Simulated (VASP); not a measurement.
# Sc (P6_3/mmc) in VASP: settings compared

Aim: see how the results for Sc move with the level of theory and the settings. Levels: pbe exchange, lyp correlation. Tasks: single point.

All numbers are computed with VASP 6.6.1; they aren't measurements. Logs are shortened: lines on timing, memory, paths and dates and some standing lists are left out, and cuts for length are marked.

### 1 The cell of the first run

Symmetry: P6_3/mmc, No. 194, hexagonal system. Conventional cell: a = 3.264 Å, b = 3.264 Å, c = 5.202 Å, α = 90.00°, β = 90.00°, γ = 120.00°. Sc (site symmetry -6m2) has 12 Sc at 3.21 to 3.26 Å within 4.2 Å.

### 2 Single point, pbe exchange, lyp correlation, non-collinear spin, typed start (24.00 Å³/atom)

The input, INCAR:

```
PREC     = Accurate       # precision mode
ENCUT    = 500            # plane-wave cutoff, eV
EDIFF    = 1E-6           # SCF threshold, eV
ISMEAR   = -1             # smearing method
SIGMA    = 0.01           # smearing width, eV
LREAL    = F              # projectors in reciprocal space
LASPH    = T              # aspherical terms in the spheres
NELM     = 200            # most SCF steps
ALGO     = Normal         # electronic algorithm
ISIF     = 2              # what is computed and relaxed
LWAVE    = F              # write WAVECAR
LCHARG   = F              # write CHGCAR
LNONCOLLINEAR= T              # non-collinear magnetism
MAGMOM   = 0.062 -0.457 -0.352 0.327 0.304 0.058 # initial moments
LORBIT   = 11             # projections on sites
LMAXMIX  = 4              # l up to which the mixer works
GGA      = LIBXC          # functional
LIBXC1   = GGA_X_PBE    
LIBXC2   = GGA_C_LYP    
NBANDS   = 34             # bands
GGA_COMPAT= F
```

The input, KPOINTS:

```
Automatic mesh
0
Gamma
  7 7 4
```

The input, POSCAR:

```
Sc
1.0
    3.2642783016      0.0000000000      0.0000000000
   -1.6321391508      2.8269479342      0.0000000000
    0.0000000000      0.0000000000      5.2020304526
Sc
2
Direct
    0.6666666667      0.3333333333      0.7500000000
    0.3333333333      0.6666666667      0.2500000000
```

Potentials or basis: VASP PAW PBE potentials, release 64 (Sc_sv).

Command:

```sh
$ cat potpaw_PBE.64/Sc_sv/POTCAR > POTCAR
$ mpirun -np 1 vasp_ncl > vasp.out
```

OUTCAR:

```text
PREC = Accurate
   ENCUT = 500
   EDIFF = 1E-6
   ISMEAR = -1
   LREAL = F
   LASPH = T
   NELM = 200
   ISIF = 2
   LNONCOLLINEAR = T
   LORBIT = 11
   GGA = LIBXC

 ion  position               nearest neighbor table
   1  0.667  0.333  0.750-   2 3.21   2 3.21   2 3.21   2 3.21   2 3.21   2 3.21
   2  0.333  0.667  0.250-   1 3.21   1 3.21   1 3.21   1 3.21   1 3.21   1 3.21

  LATTYP: Found a hexagonal cell.
 ALAT       =     3.2642783016
 C/A-ratio  =     1.5936234512

  Lattice vectors:

 A1 = (   3.2642783016,   0.0000000000,   0.0000000000)
 A2 = (  -1.6321391508,   2.8269479342,   0.0000000000)
 A3 = (   0.0000000000,   0.0000000000,   5.2020304526)

Analysis of symmetry for initial positions (statically):
=====================================================================
 Subroutine PRICEL returns:
 Original cell was already a primitive cell.

 Routine SETGRP: Setting up the symmetry group for a
 hexagonal supercell.

 Subroutine GETGRP returns: Found 24 space group operations
 (whereof 12 operations were pure point group operations)
 out of a pool of 24 trial point group operations.

The static configuration has the point symmetry D_3d.
 The point group associated with its full space group is D_6h.

Analysis of symmetry for dynamics (positions and initial velocities):
=====================================================================
 Subroutine PRICEL returns:
 Original cell was already a primitive cell.

 Routine SETGRP: Setting up the symmetry group for a
 hexagonal supercell.

 Subroutine GETGRP returns: Found 24 space group operations
 (whereof 12 operations were pure point group operations)
 out of a pool of 24 trial point group operations.

The dynamic configuration has the point symmetry D_3d.
 The point group associated with its full space group is D_6h.

Analysis of structural, dynamic, and magnetic symmetry:
=====================================================================
 Subroutine PRICEL returns:
 Original cell was already a primitive cell.

 Routine SETGRP: Setting up the symmetry group for a
 hexagonal supercell.

 Subroutine GETGRP returns: Found  1 space group operations
 (whereof  1 operations were pure point group operations)
 out of a pool of 24 trial point group operations.

The overall configuration has the point symmetry C_1 .

 Subroutine INISYM returns: Found  1 space group operations
 (whereof  1 operations are pure point group operations),
 and found     1 'primitive' translations

----------------------------------------------------------------------------------------

                                     Primitive cell

  volume of cell :      48.0040

  direct lattice vectors                    reciprocal lattice vectors
     3.264278302  0.000000000  0.000000000     0.306346429  0.176869193  0.000000000
    -1.632139151  2.826947934  0.000000000     0.000000000  0.353738386  0.000000000
     0.000000000  0.000000000  5.202030453     0.000000000  0.000000000  0.192232631

  length of vectors
     3.264278302  3.264278302  5.202030453     0.353738386  0.353738386  0.192232631

  position of ions in fractional coordinates (direct lattice)
     0.666666667  0.333333333  0.750000000
     0.333333333  0.666666667  0.250000000

  ion indices of the primitive-cell ions
   primitive index   ion index
                 1           1
                 2           2

----------------------------------------------------------------------------------------

 KPOINTS: Automatic mesh

Automatic generation of k-mesh.
 Grid dimensions read from file:
 generate k-points for:    7    7    4

 Generating k-lattice:

  Cartesian coordinates                     Fractional coordinates (reciprocal lattice)
     0.043763776  0.025267028  0.000000000     0.142857143  0.000000000  0.000000000
     0.000000000  0.050534055  0.000000000     0.000000000  0.142857143  0.000000000
     0.000000000  0.000000000  0.048058158     0.000000000  0.000000000  0.250000000

  Length of vectors
     0.050534055  0.050534055  0.048058158

  Shift w.r.t. Gamma in fractional coordinates (k-lattice)
     0.000000000  0.000000000  0.000000000

 Subroutine IBZKPT returns following result:
 ===========================================

 Found    196 irreducible k-points:

 Following reciprocal coordinates:
            Coordinates               Weight
  0.000000  0.000000  0.000000      1.000000
  0.142857  0.000000  0.000000      1.000000
 -0.142857  0.000000  0.000000      1.000000
  0.000000  0.142857  0.000000      1.000000
  0.000000 -0.142857  0.000000      1.000000
 -0.142857  0.142857  0.000000      1.000000
[... 16 lines left out ...]
  0.142857 -0.285714  0.000000      1.000000
 -0.285714  0.142857  0.000000      1.000000
 [... further k-points ...]
   k-points           NKPTS =    196   k-points in BZ     NKDIM =    196   number of bands    NBANDS=     34
   number of dos      NEDOS =    301   number of ions     NIONS =      2
   total plane-waves  NPLWV =  23040
   dimension x,y,z NGX =    24 NGY =   24 NGZ =   40
   dimension x,y,z NGXF=    48 NGYF=   48 NGZF=   80
   ions per type =               2
   NGX,Y,Z   is equivalent  to a cutoff of  12.22, 12.22, 12.78 a.u.
   NGXF,Y,Z  is equivalent  to a cutoff of  24.45, 24.45, 25.57 a.u.
 SYSTEM =  unknown system
   PREC   = accura    normal or accurate (medium, high low for compatibility)
   ISTART =      0    job   : 0-new  1-cont  2-samecut
   ICHARG =      2    charge: 1-file 2-atom 10-const
   ISPIN  =      1    spin polarized calculation?
   LNONCOLLINEAR =      T non collinear calculations
   LSORBIT =      F    spin-orbit coupling
   LASPH  =      T    aspherical Exc in radial PAW
   ENCUT  =  500.0 eV  36.75 Ry    6.06 a.u.   5.95  5.95  9.48*2*pi/ulx,y,z
   NELM   =    200;   NELMIN=  2; NELMDL= -5     # of ELM steps
   EDIFF  = 0.1E-05   stopping-criterion for ELM
   LREAL  =      F    real-space projection
   EDIFFG = 0.1E-04   stopping-criterion for IOM
   NSW    =      0    number of steps for IOM
   IBRION =     -1    ionic relax: 0-MD 1-quasi-New 2-CG
   NFREE  =      0    steps in history (QN), initial steepest desc. (CG)
   ISIF   =      2    stress and relaxation
   ISYM   =      2    0-nonsym 1-usesym 2-fastsym
   POTIM  = 0.5000    time-step for ionic-motion
   TEBEG  =    0.0;   TEEND  =   0.0 temperature during run
   PSTRESS=    0.0 pullay stress
   NELECT =      22.0000    total number of electrons
   NUPDOWN=      -1.0000    fix difference up-down
   EMIN   =  10.00;   EMAX   =-10.00  energy-range for DOS
   EFERMI =   0.00;   METHOD = LEGACY
   ISMEAR =    -1;   SIGMA  =   0.01  broadening in eV -4-tet -1-fermi 0-gaus
   EFERMI_NEDOS =   21; number of points for ismear=-14 and -15
   IALGO  =     38    algorithm
   IMIX   =      4    mixing-type and parameters
     AMIX     =   0.40;   BMIX     =  1.00
     AMIX_MAG =   1.60;   BMIX_MAG =  1.00
  volume/ion in A,a.u.               =      24.00       161.97
  Fermi-wavevector in a.u.,A,eV,Ry     =   1.262185  2.385184 21.675599  1.593112
  Thomas-Fermi vector in A             =   2.395606
   LORBIT       =     11    0 simple, 1 ext, 2 COOP (PROOUT), +10 PAW based schemes
   GGA     = LIBXC    functional components
   LHFCALC =     F    Hartree Fock is set to
   AEXX    =    0.0000 exact exchange contribution
   IVDW    =     0    specifies the selected vdW correction
   LEPSILON=     F    determine dielectric tensor
   LRPA    =     F    only Hartree local field effects (RPA)
  energy-cutoff  :      500.00
  volume of cell :       48.00
 maximum number of plane-waves:      2472
   NGX = 11   NGY = 11   NGZ = 19

 number of electron      21.9999998 magnetization      -0.0056526     -0.0129671     -0.0063813

 number of electron      21.9999997 magnetization       0.0006391     -0.0002384     -0.0004706

 Free energy of the ion-electron system (eV)
  ---------------------------------------------------
  ext. energy  EPLUGINS =         0.00000000
  ---------------------------------------------------
  free energy    TOTEN  =       -10.88645335 eV

  energy without entropy =      -10.88515060  energy(sigma->0) =      -10.88580198

 E-fermi :   4.3372     XC(G=0):  -9.4949

 val. band max:        4.2498312305   @ k =  -0.4286   0.4286  -0.2500
 cond. band min:       4.3540020714   @ k =   0.4286   0.0000   0.5000
 fundamental gap:      0.1041708409
 Fermi energy:         4.3371832303

 k-point     1 :       0.0000    0.0000    0.0000
  band No.  band energies     occupation
      1     -45.0179      1.00000
      2     -45.0177      1.00000
      3     -44.9443      1.00000
      4     -44.9441      1.00000
      5     -23.9148      1.00000
      6     -23.9147      1.00000
[... 26 lines left out ...]
     33       6.6597      0.00000
     34       6.6598      0.00000
[... 820 lines left out ...]
      4     -44.9337      1.00000
      5     -23.8360      1.00000
      6     -23.8359      1.00000
[... 26 lines left out ...]
     33       6.8426      0.00000
     34       6.8465      0.00000

 [... further k-points ...]

------------------------ aborting loop because EDIFF is reached ----------------------------------------

  FORCE on cell =-STRESS in cart. coord.  units (eV):
  Direction    XX          YY          ZZ          XY          YZ          ZX
  --------------------------------------------------------------------------------------
  -------------------------------------------------------------------------------------
  Total        0.9683649      0.9683634      0.1536670     -0.0000155     -0.0000006      0.0000065
  in kB       32.3200305     32.3199789      5.1287704     -0.0005175     -0.0000195      0.0002153
  external PRESSURE =      23.2562599 kB  Pullay stress =       0.0000000 kB

 VOLUME and BASIS-vectors are now :
 -----------------------------------------------------------------------------
  energy-cutoff  :      500.00
  volume of cell :       48.00
      direct lattice vectors                 reciprocal lattice vectors
     3.264278302  0.000000000  0.000000000     0.306346429  0.176869193  0.000000000
    -1.632139151  2.826947934  0.000000000     0.000000000  0.353738386  0.000000000
     0.000000000  0.000000000  5.202030453     0.000000000  0.000000000  0.192232631

 POSITION                                       TOTAL-FORCE (eV/Angst)
 -----------------------------------------------------------------------------------
      1.63214      0.94232      3.90152        -0.000001      0.000005     -0.000004
     -0.00000      1.88463      1.30051         0.000001     -0.000005      0.000004
 -----------------------------------------------------------------------------------
    total drift:                               -0.000006     -0.000006     -0.000015

  FREE ENERGIE OF THE ION-ELECTRON SYSTEM (eV)
  ---------------------------------------------------
  free  energy   TOTEN  =       -10.8864533464 eV

  energy  without entropy=      -10.8851506046  energy(sigma->0) =      -10.88580198

 total charge

# of ion       s       p       d       tot
------------------------------------------
    1        2.285   6.102   1.064   9.450
    2        2.285   6.102   1.064   9.450
--------------------------------------------------
tot          4.569  12.204   2.127  18.900

 magnetization (x)

# of ion       s       p       d       tot
------------------------------------------
    1        0.000   0.000   0.000   0.000
    2        0.000   0.000   0.000   0.000
--------------------------------------------------
tot          0.000   0.000   0.000   0.000

 magnetization (y)

# of ion       s       p       d       tot
------------------------------------------
    1       -0.000  -0.000  -0.000  -0.000
    2       -0.000  -0.000  -0.000  -0.000
--------------------------------------------------
tot         -0.000  -0.000  -0.000  -0.000

 magnetization (z)

# of ion       s       p       d       tot
------------------------------------------
    1       -0.000  -0.000  -0.000  -0.000
    2       -0.000  -0.000  -0.000  -0.000
--------------------------------------------------
tot         -0.000  -0.000  -0.000  -0.000
```

Run time: 3.3 min. Hardware: 1 thread of Intel Xeon 6975P-C (Granite Rapids), shared host; peak memory 0.52 GiB.

What came out:

```yaml
Free_energy: -10.8865 eV
Pressure: 2.3 GPa
Band_gap_on_the_k_mesh: zero (bands 22 and 23 overlap by 1.30 eV)
Net_moment: 0.00 μB per cell
Valence_electrons_inside_the_program's_atomic_spheres: Sc 9.45
```

Levels at points of the mesh, in eV from the Fermi level:
| k point | band 20 | band 21 | band 22 | band 23 | band 24 | band 25 |
| --- | --- | --- | --- | --- | --- | --- |
| (0.00, 0.00, 0.00) | -1.74 | 0.60 | 0.60 | 1.51 | 1.51 | 1.51 |
| (0.00, 0.00, 0.50) | -3.60 | 0.83 | 0.83 | 0.83 | 0.83 | 1.46 |

Moments on the atoms (μB; x, y, z):
```
Sc  0.00 0.00 0.00
Sc  0.00 0.00 0.00
```

Caveat: the PAW data sets were made with another functional, which shifts forces and pressure a little.

### 3 Single point, pbe exchange, lyp correlation, non-collinear spin, typed start (24.50 Å³/atom)

This run uses another cell than the first one, of 24.50 Å³/atom.

The input, INCAR:

```
PREC = Accurate
ENCUT = 500
EDIFF = 1E-6
ISMEAR = -1
SIGMA = 0.01
LREAL = False
LASPH = True
NELM = 200
ALGO = Normal
ISIF = 2
LWAVE = False
LCHARG = True
LNONCOLLINEAR = True
MAGMOM = 0.062 -0.457 -0.352 0.327 0.304 0.058
LORBIT = 11
LMAXMIX = 4
GGA = LIBXC
LIBXC1 = GGA_X_PBE
LIBXC2 = GGA_C_LYP
LVHAR = True
NBANDS = 34
GGA_COMPAT = False
```

KPOINTS is that of step 2.

The input, POSCAR:

```
Sc
1.0
    3.2867912771      0.0000000000      0.0000000000
   -1.6433956386      2.8464447429      0.0000000000
    0.0000000000      0.0000000000      5.2379076584
Sc
2
Direct
    0.6666666667      0.3333333333      0.7500000000
    0.3333333333      0.6666666667      0.2500000000
```

Potentials or basis: VASP PAW PBE potentials, release 64 (Sc_sv).

Command:

```sh
$ cat potpaw_PBE.64/Sc_sv/POTCAR > POTCAR
$ mpirun -np 1 vasp_ncl > vasp.out
```

Wall time 3.4 min (1 thread of Intel Xeon 6975P-C (Granite Rapids), shared host); peak memory 0.53 GiB.

It converged, with:

```
Free energy                                           : -10.8974 eV
Pressure                                              : 1.1 GPa
Band gap on the k mesh                                : zero (bands 22 and 23 overlap by 1.28 eV)
Net moment                                            : 0.00 μB per cell
Valence electrons inside the program's atomic spheres : Sc 9.43
```

Stress tensor (GPa, compression positive):
```
 1.97  0.00  0.00
 0.00  1.97  0.00
 0.00  0.00 -0.65
```

Levels at points of the mesh, in eV from the Fermi level:
```csv
k point,band 20,band 21,band 22,band 23,band 24,band 25
"(0.00, 0.00, 0.00)",-1.71,0.56,0.56,1.49,1.49,1.49
"(0.00, 0.00, 0.50)",-3.59,0.82,0.82,0.82,0.82,1.43
```

Moments on the atoms (μB; x, y, z):
```
Sc  0.00 0.00 0.00
Sc  0.00 0.00 0.00
```

Caveat: the PAW data sets were made with another functional, which shifts forces and pressure a little.

### 4 Single point, pbe exchange, lyp correlation, non-collinear spin, typed start (25.00 Å³/atom)

This run uses another cell than the first one, of 25.00 Å³/atom.

The input, INCAR:

```
  ALGO = Normal
  EDIFF = 1E-6
  ENCUT = 500
  GGA = LIBXC
  GGA_COMPAT = F
  ISIF = 2
  ISMEAR = -1
  LASPH = T
  LCHARG = F
  LIBXC1 = GGA_X_PBE
  LIBXC2 = GGA_C_LYP
  LMAXMIX = 4
  LNONCOLLINEAR = T
  LORBIT = 11
  LREAL = F
  LWAVE = F
  MAGMOM = 0.062 -0.457 -0.352 0.327 0.304 0.058
  NBANDS = 34
  NELM = 200
  PREC = Accurate
  SIGMA = 0.01
```

The input, KPOINTS:

```
k-points
0
Gamma
  7 7 4
```

The input, POSCAR:

```
Sc
1.0
    3.3090000000      0.0000000000      0.0000000000
   -1.6545000000      2.8656780611      0.0000000000
    0.0000000000      0.0000000000      5.2733000000
Sc
2
Direct
    0.6666666667      0.3333333333      0.7500000000
    0.3333333333      0.6666666667      0.2500000000
```

Command:

```sh
$ cat potpaw_PBE.64/Sc_sv/POTCAR > POTCAR
$ mpirun -np 1 vasp_ncl > vasp.out
```

Run time: 3.7 min. Hardware: 1 thread of Intel Xeon 6975P-C (Granite Rapids), shared host; peak memory 0.53 GiB.

Results (log left out):

```
Free energy                                           : -10.9010 eV
Pressure                                              : 0.0 GPa
Band gap on the k mesh                                : zero (bands 22 and 23 overlap by 1.27 eV)
Net moment                                            : 0.00 μB per cell
Valence electrons inside the program's atomic spheres : Sc 9.41
```

Stress tensor (GPa, compression positive):
```
 0.81  0.00  0.00
 0.00  0.81  0.00
 0.00  0.00 -1.70
```

Levels at points of the mesh, in eV from the Fermi level:
```csv
k point,band 19,band 20,band 21,band 22,band 23,band 24,band 25,band 26
"(0.00, 0.00, 0.00)",-1.69,-1.69,0.52,0.52,1.47,1.47,1.47,1.47
"(0.00, 0.00, 0.50)",-3.57,-3.57,0.81,0.81,0.81,0.81,1.41,1.41
```

Moments on the atoms (μB; x, y, z):
```
Sc  0.00 0.00 0.00
Sc  0.00 0.00 0.00
```

Caveat: the PAW data sets were made with another functional, which shifts forces and pressure a little.

### 5 The runs side by side

| cell | gap on the mesh (eV) | pressure (GPa) | moment (μB) |
| --- | --- | --- | --- |
| a = 3.264, b = 3.264, c = 5.202 Å, angles 90.0, 90.0, 120.0°, 2 atoms | none | 2.3 | 0.00 |
| a = 3.287, b = 3.287, c = 5.238 Å, angles 90.0, 90.0, 120.0°, 2 atoms | none | 1.1 | 0.00 |
| a = 3.309, b = 3.309, c = 5.273 Å, angles 90.0, 90.0, 120.0°, 2 atoms | none | 0.0 | 0.00 |

Alike in all rows: task single point; level pbe exchange, lyp correlation; potentials or basis VASP PAW PBE potentials, release 64 (Sc_sv); spin non-collinear, typed start; k mesh 7 × 7 × 4; cutoff (eV) 500; smearing fermi-dirac 0.01 eV.

Caveats: the PAW data sets were made with another functional, which shifts forces and pressure a little.

Total energies depend on the potentials used, so only differences within one code and one set of settings carry meaning.
